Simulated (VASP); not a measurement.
A run of VASP 6.6.1:

Contents of INCAR:

```
ALGO = Normal
EDIFF = 1E-6
EDIFFG = -0.04
ENCUT = 600
GGA = PE
IBRION = 2
ISIF = 3
ISMEAR = 0
LASPH = True
LCHARG = False
LREAL = False
LWAVE = False
NELM = 100
NSW = 90
PREC = Accurate
SIGMA = 0.1
```

File KPOINTS:

```
k-points
0
Gamma
  3 3 3
```

Contents of POSCAR:

```
Cl
1.0
    3.0938306271      1.7862239454      4.6416854092
   -3.0938306271      1.7862239454      4.6416854092
    0.0000000000     -3.5724478908      4.6416854092
Cl
5
Direct
    0.5833333333      0.0903866667      0.0762800000
    0.0762800000      0.5833333333      0.0903866667
    0.0903866667      0.0762800000      0.5833333333
    0.7318733333      0.7318733333      0.7318733333
    0.3333333333      0.3333333333      0.3333333333
```

Potentials or basis: VASP PAW PBE potentials, release 64 (Cl).

Run with:

```sh
$ cat potpaw_PBE.64/Cl/POTCAR > POTCAR
$ mpirun -np 1 vasp_std > vasp.out
```

Hardware: 1 thread of Intel(R) Xeon(R) Platinum 8559C (Emerald Rapids), on a shared host.

Question: Estimate the wall time of this run.

Answer: It took 6.7 min on 1 thread of Intel(R) Xeon(R) Platinum 8559C (Emerald Rapids) (shared host), peak memory 0.3 GiB. Counts: scf iterations 402, k points 6, ion steps 42.
